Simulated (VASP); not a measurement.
# Nb (I4/mmm) in VASP: a series of runs

Runs on Nb. Level: r2SCAN. Tasks: single point.

Everything below comes from runs of VASP 6.6.1. Logs are shortened: lines on timing, memory, paths and dates and some standing lists are left out, and cuts for length are marked.

### 1 The cell of the first run

The structure is tetragonal, space group I4/mmm (No. 139). The conventional cell has a = 3.141 Å, b = 3.141 Å, c = 4.124 Å, α = 90.00°, β = 90.00°, γ = 90.00°. Nb (site symmetry 4/mmm) has 12 Nb at 3.03 to 3.14 Å within 4.0 Å.

### 2 Single point, r2SCAN (strain +0.050 along x and y, -0.025 along z)

Contents of POSCAR:

```
Nb
1.0
    0.0000000000      2.2207500000      2.0621250000
    2.2207500000      0.0000000000      2.0621250000
    2.2207500000      2.2207500000      0.0000000000
Nb
1
Direct
    0.0000000000      0.0000000000      0.0000000000
```

Contents of INCAR.step1:

```
SYSTEM = Nb
ALGO = Normal
EDIFF = 1E-4
ENCUT = 520
GGA = PE
ISMEAR = 0
LASPH = .TRUE.
LCHARG = .FALSE.
LREAL = .FALSE.
LWAVE = .TRUE.
NBANDS = 12
NELM = 100
PREC = Accurate
SIGMA = 0.15
```

Contents of INCAR.step2:

```
SYSTEM = Nb
ALGO = Normal
EDIFF = 1E-7
ENCUT = 520
ISIF = 2
ISMEAR = 0
ISTART = 1
LASPH = .TRUE.
LCHARG = .FALSE.
LMIXTAU = .TRUE.
LREAL = .FALSE.
LWAVE = .FALSE.
METAGGA = R2SCAN
NBANDS = 12
NELM = 100
PREC = Accurate
SIGMA = 0.15
```

Contents of KPOINTS:

```
k-points
0
G
  20 20 20
  0 0 0
```

Potentials or basis: VASP PAW PBE potentials, release 64 (Nb_sv).

Launch:

```console
cat potpaw_PBE.64/Nb_sv/POTCAR > POTCAR
cp INCAR.step1 INCAR
mpirun -np 1 vasp_std > vasp.out
cp INCAR.step2 INCAR
mpirun -np 1 vasp_std > vasp.out
```

OUTCAR:

```text
SYSTEM = Nb
   EDIFF = 1E-7
   ENCUT = 520
   ISIF = 2
   ISMEAR = 0
   ISTART = 1
   LASPH = .TRUE.
   LREAL = .FALSE.
   METAGGA = R2SCAN
   NELM = 100
   PREC = Accurate

 ion  position               nearest neighbor table
   1  0.000  0.000  0.000-

  LATTYP: Found a body centered tetragonal cell.
 ALAT       =     3.1406147686
 C/A-ratio  =     1.3131983079

  Lattice vectors:

 A1 = (   0.0000000000,  -2.2207500000,  -2.0621250000)
 A2 = (   0.0000000000,   2.2207500000,  -2.0621250000)
 A3 = (   2.2207500000,   0.0000000000,   2.0621250000)

Analysis of symmetry for initial positions (statically):
=====================================================================
 Subroutine PRICEL returns:
 Original cell was already a primitive cell.

 Routine SETGRP: Setting up the symmetry group for a
 body centered tetragonal supercell.

 Subroutine GETGRP returns: Found 16 space group operations
 (whereof 16 operations were pure point group operations)
 out of a pool of 16 trial point group operations.

The static configuration has the point symmetry D_4h.

Analysis of symmetry for dynamics (positions and initial velocities):
=====================================================================
 Subroutine PRICEL returns:
 Original cell was already a primitive cell.

 Routine SETGRP: Setting up the symmetry group for a
 body centered tetragonal supercell.

 Subroutine GETGRP returns: Found 16 space group operations
 (whereof 16 operations were pure point group operations)
 out of a pool of 16 trial point group operations.

The dynamic configuration has the point symmetry D_4h.

 Subroutine INISYM returns: Found 16 space group operations
 (whereof 16 operations are pure point group operations),
 and found     1 'primitive' translations

----------------------------------------------------------------------------------------

                                     Primitive cell

  volume of cell :      20.3397

  direct lattice vectors                    reciprocal lattice vectors
     0.000000000  2.220750000  2.062125000    -0.225149161  0.225149161  0.242468328
     2.220750000  0.000000000  2.062125000     0.225149161 -0.225149161  0.242468328
     2.220750000  2.220750000  0.000000000     0.225149161  0.225149161 -0.242468328

  length of vectors
     3.030526370  3.030526370  3.140614769     0.400218915  0.400218915  0.400218915

  position of ions in fractional coordinates (direct lattice)
     0.000000000  0.000000000  0.000000000

  ion indices of the primitive-cell ions
   primitive index   ion index
                 1           1

----------------------------------------------------------------------------------------

 KPOINTS: k-points

Automatic generation of k-mesh.
 Grid dimensions read from file:
 generate k-points for:   20   20   20

 Generating k-lattice:

  Cartesian coordinates                     Fractional coordinates (reciprocal lattice)
    -0.011257458  0.011257458  0.012123416     0.050000000  0.000000000  0.000000000
     0.011257458 -0.011257458  0.012123416     0.000000000  0.050000000  0.000000000
     0.011257458  0.011257458 -0.012123416     0.000000000  0.000000000  0.050000000

  Length of vectors
     0.020010946  0.020010946  0.020010946

  Shift w.r.t. Gamma in fractional coordinates (k-lattice)
     0.000000000  0.000000000  0.000000000

 Subroutine IBZKPT returns following result:
 ===========================================

 Found    641 irreducible k-points:

 Following reciprocal coordinates:
            Coordinates               Weight
  0.000000  0.000000  0.000000      1.000000
  0.050000 -0.000000  0.000000      8.000000
  0.100000 -0.000000  0.000000      8.000000
  0.150000 -0.000000  0.000000      8.000000
  0.200000 -0.000000  0.000000      8.000000
  0.250000 -0.000000  0.000000      8.000000
[... 16 lines left out ...]
 -0.400000  0.050000  0.000000      8.000000
 -0.350000  0.050000  0.000000      8.000000
 [... further k-points ...]
   k-points           NKPTS =    641   k-points in BZ     NKDIM =    641   number of bands    NBANDS=     12
   number of dos      NEDOS =    301   number of ions     NIONS =      1
   total plane-waves  NPLWV =  13824
   dimension x,y,z NGX =    24 NGY =   24 NGZ =   24
   dimension x,y,z NGXF=    48 NGYF=   48 NGZF=   48
   ions per type =               1
   NGX,Y,Z   is equivalent  to a cutoff of  13.17, 13.17, 12.70 a.u.
   NGXF,Y,Z  is equivalent  to a cutoff of  26.33, 26.33, 25.41 a.u.
 SYSTEM =  Nb
   PREC   = accura    normal or accurate (medium, high low for compatibility)
   ISTART =      1    job   : 0-new  1-cont  2-samecut
   ICHARG =      0    charge: 1-file 2-atom 10-const
   ISPIN  =      1    spin polarized calculation?
   LNONCOLLINEAR =      F non collinear calculations
   LSORBIT =      F    spin-orbit coupling
   LASPH  =      T    aspherical Exc in radial PAW
   ENCUT  =  520.0 eV  38.22 Ry    6.18 a.u.   5.63  5.63  5.84*2*pi/ulx,y,z
   NELM   =    100;   NELMIN=  2; NELMDL=  0     # of ELM steps
   EDIFF  = 0.1E-06   stopping-criterion for ELM
   LREAL  =      F    real-space projection
   EDIFFG = 0.1E-05   stopping-criterion for IOM
   NSW    =      0    number of steps for IOM
   IBRION =     -1    ionic relax: 0-MD 1-quasi-New 2-CG
   NFREE  =      0    steps in history (QN), initial steepest desc. (CG)
   ISIF   =      2    stress and relaxation
   ISYM   =      2    0-nonsym 1-usesym 2-fastsym
   POTIM  = 0.5000    time-step for ionic-motion
   TEBEG  =    0.0;   TEEND  =   0.0 temperature during run
   PSTRESS=    0.0 pullay stress
   NELECT =      13.0000    total number of electrons
   NUPDOWN=      -1.0000    fix difference up-down
   EMIN   =  10.00;   EMAX   =-10.00  energy-range for DOS
   EFERMI =   0.00;   METHOD = LEGACY
   ISMEAR =     0;   SIGMA  =   0.15  broadening in eV -4-tet -1-fermi 0-gaus
   EFERMI_NEDOS =   21; number of points for ismear=-14 and -15
   IALGO  =     38    algorithm
   IMIX   =      4    mixing-type and parameters
     AMIX     =   0.40;   BMIX     =  1.00
     AMIX_MAG =   1.60;   BMIX_MAG =  1.00
  volume/ion in A,a.u.               =      20.34       137.26
  Fermi-wavevector in a.u.,A,eV,Ry     =   1.410180  2.664854 27.056644  1.988607
  Thomas-Fermi vector in A             =   2.532160
   LORBIT       =      0    0 simple, 1 ext, 2 COOP (PROOUT), +10 PAW based schemes
   METAGGA = R2SCAN    functional components
   LHFCALC =     F    Hartree Fock is set to
   AEXX    =    0.0000 exact exchange contribution
   IVDW    =     0    specifies the selected vdW correction
   LEPSILON=     F    determine dielectric tensor
   LRPA    =     F    only Hartree local field effects (RPA)
 non-spin polarized calculation
 Gauss-broadening in eV      SIGMA  =   0.15
  energy-cutoff  :      520.00
  volume of cell :       20.34
 maximum number of plane-waves:       564
   NGX = 11   NGY = 11   NGZ = 11

 number of electron      13.0000000 magnetization

 Free energy of the ion-electron system (eV)
  ---------------------------------------------------
  ext. energy  EPLUGINS =         0.00000000
  ---------------------------------------------------
  free energy    TOTEN  =       -24.49458726 eV

  energy without entropy =      -24.47812413  energy(sigma->0) =      -24.48635570

 E-fermi :   9.8224     XC(G=0): -12.9295

 val. band max:        9.8220107198   @ k =   0.4500   0.1000   0.0500
 cond. band min:       9.8242827622   @ k =   0.4000   0.1000   0.0500
 fundamental gap:      0.0022720424
 Fermi energy:         9.8223822876

 k-point     1 :       0.0000    0.0000    0.0000
  band No.  band energies     occupation
      1     -46.8544      2.00000
      2     -21.6231      2.00000
      3     -21.6231      2.00000
      4     -21.6216      2.00000
      5       3.4780      2.00000
      6       9.8157      1.05013
      7       9.8157      1.05013
      8      10.6662      0.00000
      9      12.0274      0.00000
     10      13.0732      0.00000
     11      22.1164      0.00000
     12      26.1765      0.00000

 k-point     2 :       0.0500   -0.0000    0.0000
  band No.  band energies     occupation
      1     -46.8507      2.00000
      2     -21.6480      2.00000
      3     -21.6275      2.00000
      4     -21.6241      2.00000
      5       3.5680      2.00000
      6       9.7907      1.23496
      7       9.8552      0.75724
      8      10.6578      0.00000
      9      12.0038      0.00000
     10      13.0281      0.00000
     11      22.2955      0.00000
     12      26.0066      0.00000

 k-point     3 :       0.1000   -0.0000    0.0000
  band No.  band energies     occupation
      1     -46.8400      2.00000
      2     -21.7215      2.00000
      3     -21.6403      2.00000
      4     -21.6297      2.00000
      5       3.8305      2.00000
      6       9.6911      1.78422
      7       9.9567      0.20541
      8      10.6720      0.00000
      9      11.9573      0.00000
     10      12.9123      0.00000
     11      22.7899      0.00000
     12      25.4026      0.00000
[... 286 lines left out ...]
 k-point    23 :      -0.4000    0.0500    0.0000
  band No.  band energies     occupation
      1     -46.7106      2.00000
      2     -22.5291      2.00000
      3     -21.7860      2.00000
      4     -21.7214      2.00000
      5       6.1939      2.00000
      6       9.6379      1.91797
      7      10.0575      0.02666
      8      10.6140      0.00000
      9      13.9413      0.00000
     10      14.1618      0.00000
     11      20.4111      0.00000
     12      22.4293      0.00000

 k-point    24 :      -0.3500    0.0500    0.0000
  band No.  band energies     occupation
      1     -46.7263      2.00000
      2     -22.4340      2.00000
      3     -21.7652      2.00000
      4     -21.7175      2.00000
      5       6.1164      2.00000
      6       9.6924      1.77967
      7       9.7576      1.45877
      8      10.5605      0.00000
      9      13.3824      0.00000
     10      13.8831      0.00000
     11      21.0826      0.00000
     12      23.1944      0.00000

 [... further k-points ...]
[... 5 lines left out ...]
  --------------------------------------------------------------------------------------
  -------------------------------------------------------------------------------------
  Total       -1.1568748     -1.1568748     -2.7368097      0.0000000     -0.0000000      0.0000000
  in kB      -91.1281647    -91.1281647   -215.5811893      0.0000000     -0.0000000      0.0000000
  external PRESSURE =    -132.6125063 kB  Pullay stress =       0.0000000 kB

 VOLUME and BASIS-vectors are now :
 -----------------------------------------------------------------------------
  energy-cutoff  :      520.00
  volume of cell :       20.34
      direct lattice vectors                 reciprocal lattice vectors
     0.000000000  2.220750000  2.062125000    -0.225149161  0.225149161  0.242468328
     2.220750000  0.000000000  2.062125000     0.225149161 -0.225149161  0.242468328
     2.220750000  2.220750000  0.000000000     0.225149161  0.225149161 -0.242468328

 POSITION                                       TOTAL-FORCE (eV/Angst)
 -----------------------------------------------------------------------------------
      0.00000      0.00000      0.00000         0.000000      0.000000      0.000000
 -----------------------------------------------------------------------------------
    total drift:                                0.000000      0.000000     -0.000000

  FREE ENERGIE OF THE ION-ELECTRON SYSTEM (eV)
  ---------------------------------------------------
  free  energy   TOTEN  =       -24.4945872605 eV

  energy  without entropy=      -24.4781241326  energy(sigma->0) =      -24.48635570
```

Run time: 4.7 min. Hardware: 1 thread of Intel Xeon Platinum 8488C (Sapphire Rapids), shared host; peak memory 0.27 GiB.

What came out:

```yaml
Free_energy: -24.4946 eV
Pressure: -13.3 GPa
```

Stress tensor (GPa, compression positive):
```
 -9.11   0.00   0.00
  0.00  -9.11   0.00
  0.00   0.00 -21.56
```

Caveat: the cell differs from its parent crystal (strain +0.050 along x and y, -0.025 along z); the PAW data sets were made with another functional, which shifts forces and pressure a little.

### 3 Single point, r2SCAN (strain +0.050 along x and y, +0.000 along z)

Contents of POSCAR:

```
Nb
1.0
    0.0000000000      2.2207500000      2.1150000000
    2.2207500000      0.0000000000      2.1150000000
    2.2207500000      2.2207500000      0.0000000000
Nb
1
Direct
    0.0000000000      0.0000000000      0.0000000000
```

Contents of INCAR.step1:

```
PREC = Accurate
ENCUT = 520
ISMEAR = 0
SIGMA = 0.15
LREAL = False
LASPH = True
NELM = 80
NBANDS = 12
GGA = PE
ALGO = Normal
EDIFF = 1E-4
LWAVE = True
LCHARG = False
```

Contents of INCAR.step2:

```
PREC = Accurate
ENCUT = 520
EDIFF = 1E-6
ISMEAR = 0
SIGMA = 0.15
LREAL = False
LASPH = True
NELM = 80
ALGO = Normal
ISIF = 2
LWAVE = False
LCHARG = False
METAGGA = R2SCAN
LMIXTAU = True
NBANDS = 12
ISTART = 1
```

Contents of KPOINTS:

```
regular mesh
0
Gamma
  20 20 20
```

Potentials or basis: VASP PAW PBE potentials, release 64 (Nb_sv).

Launch:

```console
cat potpaw_PBE.64/Nb_sv/POTCAR > POTCAR
cp INCAR.step1 INCAR
mpirun -np 1 vasp_std > vasp.out
cp INCAR.step2 INCAR
mpirun -np 1 vasp_std > vasp.out
```

Run time: 4.1 min. Hardware: 1 thread of Intel Xeon Platinum 8488C (Sapphire Rapids), shared host; peak memory 0.27 GiB.

It converged, with:

```
Free energy : -24.4246 eV
Pressure    : -15.7 GPa
```

Stress tensor (GPa, compression positive):
```
-12.87   0.00   0.00
  0.00 -12.87   0.00
  0.00   0.00 -21.42
```

Levels at points of the mesh, in eV from the Fermi level:
```csv
k point,band 3,band 4,band 5,band 6,band 7,band 8,band 9,band 10
"(0.00, 0.00, 0.00)",-31.56,-31.56,-6.31,0.04,0.04,0.60,2.30,2.99
"(0.50, 0.00, 0.00)",-31.71,-31.65,-3.63,-0.19,0.44,0.93,4.18,4.46
"(0.50, 0.50, 0.00)",-31.93,-31.93,-3.62,-3.03,3.65,4.34,4.75,4.75
"(0.50, 0.00, 0.50)",-31.90,-31.82,-3.65,-2.96,2.79,4.36,4.54,4.95
```

Caveat: the cell differs from its parent crystal (strain +0.050 along x and y, +0.000 along z); the PAW data sets were made with another functional, which shifts forces and pressure a little.
